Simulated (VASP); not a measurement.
Set up this calculation in VASP 6.6.1, as the native input.

* Task: relaxation of cell and atoms
* Functional: LDA
* Potentials or basis: VASP PAW LDA potentials, release 64 (Pb_d)
* Cutoff: 600 eV
* k mesh: 17 × 17 × 17
* Occupations: fermi-dirac, width 0.05 eV
* Spin: no spin polarisation
* Target pressure: 97 GPa
* Dipole correction: no
* Further INCAR settings: ALGO = Normal; EDIFF = 1e-07; IBRION = 2; EDIFFG = -0.005; NSW = 32; ISIF = 3

The structure of Pb lies in POSCAR:

```
Pb
1.0
   -1.6257185464      1.6257185464      1.6257185464
    1.6257185464     -1.6257185464      1.6257185464
    1.6257185464      1.6257185464     -1.6257185464
Pb
1
Direct
    0.0000000000      0.0000000000      0.0000000000
```

One way to write it, as run:

INCAR

```
ALGO = Normal ; EDIFF = 1E-7
EDIFFG = -0.005 ; ENCUT = 600
GGA = CA ; IBRION = 2
ISIF = 3 ; ISMEAR = -1
LASPH = T ; LCHARG = F
LREAL = F ; LWAVE = F
NELM = 100 ; NSW = 32
PREC = Accurate ; PSTRESS = 970.0
SIGMA = 0.05
```

KPOINTS

```
k-points
0
Gamma
  17 17 17
```

Potentials or basis: VASP PAW LDA potentials, release 64 (Pb_d).

Launch:

```sh
$ cat potpaw_LDA.64/Pb_d/POTCAR > POTCAR
$ mpirun -np 1 vasp_std > vasp.out
```

Results of the run:

The relaxed volume is 17.23 Å³/atom. The relaxed cell is a = 2.818 Å, b = 2.818 Å, c = 2.818 Å, α = 109.47°, β = 109.47°, γ = 109.47°. The space group after relaxing (to 0.05 Å) is Im-3m (No. 229) and the energy change on relaxing (the enthalpy is what falls) is -24.4 meV/atom. The ionic steps are 3, the pressure after relaxing is 97.0 GPa and the band gap on the k mesh is zero (band 7 reaches 26.72 eV, above the bottom of band 8 at 11.90 eV).

Caveat: the cell is relaxed towards a set pressure, so the enthalpy falls and the energy may rise; spin-orbit coupling is left out, which moves the levels of the heavy elements.

Run time: 36 s on 1 thread of Intel Xeon 6975P-C, with other jobs on the host, peak memory 0.16 GiB.
